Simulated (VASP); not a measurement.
# Cd (I4_1/amd) in VASP: a series of runs

The runs below take Cd through single point, with PBE.

All numbers are computed with VASP 6.6.1; they aren't measurements. Logs are shortened: lines on timing, memory, paths and dates and some standing lists are left out, and cuts for length are marked.

### 1 The cell of the first run

The structure is tetragonal, space group I4_1/amd (No. 141). Conventional cell: a = 5.079 Å, b = 5.079 Å, c = 2.606 Å, α = 90.00°, β = 90.00°, γ = 90.00°. Within 3.4 Å of Cd (site symmetry -4m2) lie 10 Cd at 2.61 to 3.20 Å.

### 2 Single point, PBE (volume scaled by 0.65)

File INCAR:

```
SYSTEM = Cd
ALGO = Normal
EDIFF = 1E-6
ENCUT = 520
GGA = PE
ISIF = 2
ISMEAR = -1
LASPH = .TRUE.
LCHARG = .FALSE.
LREAL = .FALSE.
LWAVE = .FALSE.
NBANDS = 19
NELM = 100
PREC = Accurate
SIGMA = 0.1
```

File KPOINTS:

```
k-points
0
G
  14 14 14
  0 0 0
```

File POSCAR:

```
Cd
1.0
   -2.5395745371      2.5395745371      1.3030474476
    2.5395745371     -2.5395745371      1.3030474476
    2.5395745371      2.5395745371     -1.3030474476
Cd
2
Direct
   -0.3750000000     -0.1250000000     -0.2500000000
    0.3750000000      0.1250000000      0.2500000000
```

Potentials or basis: VASP PAW PBE potentials, release 64 (Cd).

Command:

```sh
cat potpaw_PBE.64/Cd/POTCAR > POTCAR
mpirun -np 1 vasp_std > vasp.out
```

OUTCAR:

```text
SYSTEM = Cd
   EDIFF = 1E-6
   ENCUT = 520
   GGA = PE
   ISIF = 2
   ISMEAR = -1
   LASPH = .TRUE.
   LREAL = .FALSE.
   NELM = 100
   PREC = Accurate

 ion  position               nearest neighbor table
   1  0.625  0.875  0.750-   2 2.62   2 2.62   2 2.62   2 2.62   2 3.20   2 3.20   2 3.20   2 3.20

   2  0.375  0.125  0.250-   1 2.62   1 2.62   1 2.62   1 2.62   1 3.20   1 3.20   1 3.20   1 3.20

  LATTYP: Found a body centered tetragonal cell.
 ALAT       =     5.0791490742
 C/A-ratio  =     0.5130967525

  Lattice vectors:

 A1 = (  -2.5395745371,   2.5395745371,   1.3030474476)
 A2 = (   2.5395745371,  -2.5395745371,   1.3030474476)
 A3 = (   2.5395745371,   2.5395745371,  -1.3030474476)

Analysis of symmetry for initial positions (statically):
=====================================================================
 Subroutine PRICEL returns:
 Original cell was already a primitive cell.

 Routine SETGRP: Setting up the symmetry group for a
 body centered tetragonal supercell.

 Subroutine GETGRP returns: Found 16 space group operations
 (whereof  4 operations were pure point group operations)
 out of a pool of 16 trial point group operations.

The static configuration has the point symmetry C_2h.
 The point group associated with its full space group is D_4h.

Analysis of symmetry for dynamics (positions and initial velocities):
=====================================================================
 Subroutine PRICEL returns:
 Original cell was already a primitive cell.

 Routine SETGRP: Setting up the symmetry group for a
 body centered tetragonal supercell.

 Subroutine GETGRP returns: Found 16 space group operations
 (whereof  4 operations were pure point group operations)
 out of a pool of 16 trial point group operations.

The dynamic configuration has the point symmetry C_2h.
 The point group associated with its full space group is D_4h.

 Subroutine INISYM returns: Found 16 space group operations
 (whereof  4 operations are pure point group operations),
 and found     1 'primitive' translations

----------------------------------------------------------------------------------------

                                     Primitive cell

  volume of cell :      33.6157

  direct lattice vectors                    reciprocal lattice vectors
    -2.539574537  2.539574537  1.303047448     0.000000000  0.196883373  0.383715882
     2.539574537 -2.539574537  1.303047448     0.196883373  0.000000000  0.383715882
     2.539574537  2.539574537 -1.303047448     0.196883373  0.196883373  0.000000000

  length of vectors
     3.820577222  3.820577222  3.820577222     0.431278263  0.431278263  0.278435136

  position of ions in fractional coordinates (direct lattice)
     0.625000000  0.875000000  0.750000000
     0.375000000  0.125000000  0.250000000

  ion indices of the primitive-cell ions
   primitive index   ion index
                 1           1
                 2           2

----------------------------------------------------------------------------------------

 KPOINTS: k-points

Automatic generation of k-mesh.
 Grid dimensions read from file:
 generate k-points for:   14   14   14

 Generating k-lattice:

  Cartesian coordinates                     Fractional coordinates (reciprocal lattice)
     0.000000000  0.014063098  0.027408277     0.071428571  0.000000000  0.000000000
     0.014063098  0.000000000  0.027408277     0.000000000  0.071428571  0.000000000
     0.014063098  0.014063098  0.000000000     0.000000000  0.000000000  0.071428571

  Length of vectors
     0.030805590  0.030805590  0.019888224

  Shift w.r.t. Gamma in fractional coordinates (k-lattice)
     0.000000000  0.000000000  0.000000000

 Subroutine IBZKPT returns following result:
 ===========================================

 Found    244 irreducible k-points:

 Following reciprocal coordinates:
            Coordinates               Weight
  0.000000  0.000000  0.000000      1.000000
  0.071429  0.000000  0.000000      8.000000
  0.142857  0.000000  0.000000      8.000000
  0.214286  0.000000  0.000000      8.000000
  0.285714  0.000000 -0.000000      8.000000
  0.357143  0.000000  0.000000      8.000000
[... 16 lines left out ...]
  0.214286  0.142857 -0.000000     16.000000
  0.285714  0.142857 -0.000000     16.000000
 [... further k-points ...]
   k-points           NKPTS =    244   k-points in BZ     NKDIM =    244   number of bands    NBANDS=     19
   number of dos      NEDOS =    301   number of ions     NIONS =      2
   total plane-waves  NPLWV =  21952
   dimension x,y,z NGX =    28 NGY =   28 NGZ =   28
   dimension x,y,z NGXF=    56 NGYF=   56 NGZF=   56
   ions per type =               2
   NGX,Y,Z   is equivalent  to a cutoff of  12.18, 12.18, 12.18 a.u.
   NGXF,Y,Z  is equivalent  to a cutoff of  24.37, 24.37, 24.37 a.u.
 SYSTEM =  Cd
   PREC   = accura    normal or accurate (medium, high low for compatibility)
   ISTART =      0    job   : 0-new  1-cont  2-samecut
   ICHARG =      2    charge: 1-file 2-atom 10-const
   ISPIN  =      1    spin polarized calculation?
   LNONCOLLINEAR =      F non collinear calculations
   LSORBIT =      F    spin-orbit coupling
   LASPH  =      T    aspherical Exc in radial PAW
   ENCUT  =  520.0 eV  38.22 Ry    6.18 a.u.   7.10  7.10  7.10*2*pi/ulx,y,z
   NELM   =    100;   NELMIN=  2; NELMDL= -5     # of ELM steps
   EDIFF  = 0.1E-05   stopping-criterion for ELM
   LREAL  =      F    real-space projection
   EDIFFG = 0.1E-04   stopping-criterion for IOM
   NSW    =      0    number of steps for IOM
   IBRION =     -1    ionic relax: 0-MD 1-quasi-New 2-CG
   NFREE  =      0    steps in history (QN), initial steepest desc. (CG)
   ISIF   =      2    stress and relaxation
   ISYM   =      2    0-nonsym 1-usesym 2-fastsym
   POTIM  = 0.5000    time-step for ionic-motion
   TEBEG  =    0.0;   TEEND  =   0.0 temperature during run
   PSTRESS=    0.0 pullay stress
   NELECT =      24.0000    total number of electrons
   NUPDOWN=      -1.0000    fix difference up-down
   EMIN   =  10.00;   EMAX   =-10.00  energy-range for DOS
   EFERMI =   0.00;   METHOD = LEGACY
   ISMEAR =    -1;   SIGMA  =   0.10  broadening in eV -4-tet -1-fermi 0-gaus
   EFERMI_NEDOS =   21; number of points for ismear=-14 and -15
   IALGO  =     38    algorithm
   IMIX   =      4    mixing-type and parameters
     AMIX     =   0.40;   BMIX     =  1.00
     AMIX_MAG =   1.60;   BMIX_MAG =  1.00
  volume/ion in A,a.u.               =      16.81       113.42
  Fermi-wavevector in a.u.,A,eV,Ry     =   1.463180  2.765010 29.128669  2.140897
  Thomas-Fermi vector in A             =   2.579306
   LORBIT       =      0    0 simple, 1 ext, 2 COOP (PROOUT), +10 PAW based schemes
   GGA     = PE    functional components
   LHFCALC =     F    Hartree Fock is set to
   AEXX    =    0.0000 exact exchange contribution
   IVDW    =     0    specifies the selected vdW correction
   LEPSILON=     F    determine dielectric tensor
   LRPA    =     F    only Hartree local field effects (RPA)
 non-spin polarized calculation
  energy-cutoff  :      520.00
  volume of cell :       33.62
 maximum number of plane-waves:       928
   NGX = 15   NGY = 15   NGZ = 15

 number of electron      23.9999985 magnetization

 Free energy of the ion-electron system (eV)
  ---------------------------------------------------
  ext. energy  EPLUGINS =         0.00000000
  ---------------------------------------------------
  free energy    TOTEN  =         0.39986227 eV

  energy without entropy =        0.42329990  energy(sigma->0) =        0.41158108

 E-fermi :   5.1920     XC(G=0): -12.3854

 val. band max:        5.1864583164   @ k =  -0.3571   0.3571   0.2143
 cond. band min:       5.1956500404   @ k =  -0.2143   0.2143   0.1429
 fundamental gap:      0.0091917240
 Fermi energy:         5.1919895411

 k-point     1 :       0.0000    0.0000    0.0000
  band No.  band energies     occupation
      1      -6.3641      2.00000
      2      -6.3387      2.00000
      3      -6.1277      2.00000
      4      -6.1262      2.00000
      5      -5.8379      2.00000
      6      -4.0974      2.00000
[... 11 lines left out ...]
     18      22.6847      0.00000
     19      23.7485      0.00000

 k-point     2 :       0.0714    0.0000    0.0000
  band No.  band energies     occupation
      1      -6.3518      2.00000
      2      -6.2898      2.00000
      3      -5.9918      2.00000
      4      -5.9837      2.00000
      5      -5.7328      2.00000
      6      -4.2763      2.00000
[... 11 lines left out ...]
     18      21.1204      0.00000
     19      21.6850      0.00000

 k-point     3 :       0.1429    0.0000    0.0000
  band No.  band energies     occupation
      1      -6.2837      2.00000
      2      -6.1526      2.00000
      3      -5.7491      2.00000
      4      -5.6446      2.00000
      5      -5.2802      2.00000
      6      -4.5904      2.00000
[... 11 lines left out ...]
     18      18.9290      0.00000
     19      19.4215      0.00000

 k-point     4 :       0.2143    0.0000    0.0000
  band No.  band energies     occupation
      1      -6.1708      2.00000
      2      -5.9610      2.00000
      3      -5.6153      2.00000
      4      -5.2028      2.00000
      5      -4.9481      2.00000
      6      -4.7040      2.00000
[... 11 lines left out ...]
     18      17.2313      0.00000
     19      17.3961      0.00000

 k-point     5 :       0.2857    0.0000   -0.0000
  band No.  band energies     occupation
      1      -6.0731      2.00000
      2      -5.8197      2.00000
      3      -5.6455      2.00000
      4      -5.2019      2.00000
      5      -5.0910      2.00000
      6      -4.6334      2.00000
[... 11 lines left out ...]
     18      15.4273      0.00000
     19      15.8926      0.00000
[... 334 lines left out ...]
      2      -6.3057      2.00000
      3      -6.1340      2.00000
      4      -6.1252      2.00000
      5      -5.7762      2.00000
      6      -4.1084      2.00000
[... 11 lines left out ...]
     18      22.8225      0.00000
     19      22.9570      0.00000

 k-point    22 :       0.1429    0.1429    0.0000
  band No.  band energies     occupation
      1      -6.1285      2.00000
      2      -5.8159      2.00000
      3      -5.6464      2.00000
      4      -5.2171      2.00000
      5      -4.9038      2.00000
      6      -4.7539      2.00000
[... 11 lines left out ...]
     18      16.2387      0.00000
     19      16.5003      0.00000

 k-point    23 :       0.2143    0.1429   -0.0000
  band No.  band energies     occupation
      1      -6.1489      2.00000
      2      -5.8748      2.00000
      3      -5.6380      2.00000
      4      -5.2247      2.00000
      5      -5.0728      2.00000
      6      -4.8665      2.00000
[... 11 lines left out ...]
     18      15.2291      0.00000
     19      16.5725      0.00000

 k-point    24 :       0.2857    0.1429   -0.0000
  band No.  band energies     occupation
      1      -6.2267      2.00000
      2      -6.0490      2.00000
      3      -5.4929      2.00000
      4      -5.3715      2.00000
      5      -5.0618      2.00000
      6      -4.9809      2.00000
[... 11 lines left out ...]
     18      15.5954      0.00000
     19      18.3999      0.00000

 [... further k-points ...]
[... 5 lines left out ...]
  --------------------------------------------------------------------------------------
  -------------------------------------------------------------------------------------
  Total       10.0149703     10.0149703     10.1385128      0.0000000      0.0000000      0.0000000
  in kB      477.3293073    477.3293073    483.2175383      0.0000000      0.0000000      0.0000000
  external PRESSURE =     479.2920510 kB  Pullay stress =       0.0000000 kB

 VOLUME and BASIS-vectors are now :
 -----------------------------------------------------------------------------
  energy-cutoff  :      520.00
  volume of cell :       33.62
      direct lattice vectors                 reciprocal lattice vectors
    -2.539574537  2.539574537  1.303047448     0.000000000  0.196883373  0.383715882
     2.539574537 -2.539574537  1.303047448     0.196883373  0.000000000  0.383715882
     2.539574537  2.539574537 -1.303047448     0.196883373  0.196883373  0.000000000

 POSITION                                       TOTAL-FORCE (eV/Angst)
 -----------------------------------------------------------------------------------
      2.53957      1.26979      0.97729        -0.000000     -0.000000      0.000000
      0.00000      1.26979      0.32576         0.000000      0.000000     -0.000000
 -----------------------------------------------------------------------------------
    total drift:                                0.000000      0.000000     -0.000000

  FREE ENERGIE OF THE ION-ELECTRON SYSTEM (eV)
  ---------------------------------------------------
  free  energy   TOTEN  =         0.3998622662 eV

  energy  without entropy=        0.4232999003  energy(sigma->0) =        0.41158108
```

It took 45 s on 1 thread of Intel Xeon 6975P-C (Granite Rapids), shared host; peak memory 0.25 GiB.

What came out:

```yaml
Free_energy: 0.3999 eV
Pressure: 47.9 GPa
Band_gap_on_the_k_mesh: zero (band 12 reaches 9.27 eV, above the bottom of band 13 at 2.87 eV)
```

Levels at points of the mesh, in eV from the Fermi level:
```
           k point  band 10  band 11  band 12  band 13  band 14  band 15
(0.00, 0.00, 0.00)    -8.82    -8.24     0.83     0.83     5.06     6.85
(0.50, 0.00, 0.00)    -8.45    -3.04    -1.01     2.28     3.22     5.62
(0.50, 0.50, 0.00)    -9.01    -7.18    -7.18     5.72     5.72     7.61
(0.50, 0.50, 0.50)    -9.20    -4.31    -4.31    -2.32    -2.32    14.08
```

(Continued in part 2 of 2.)
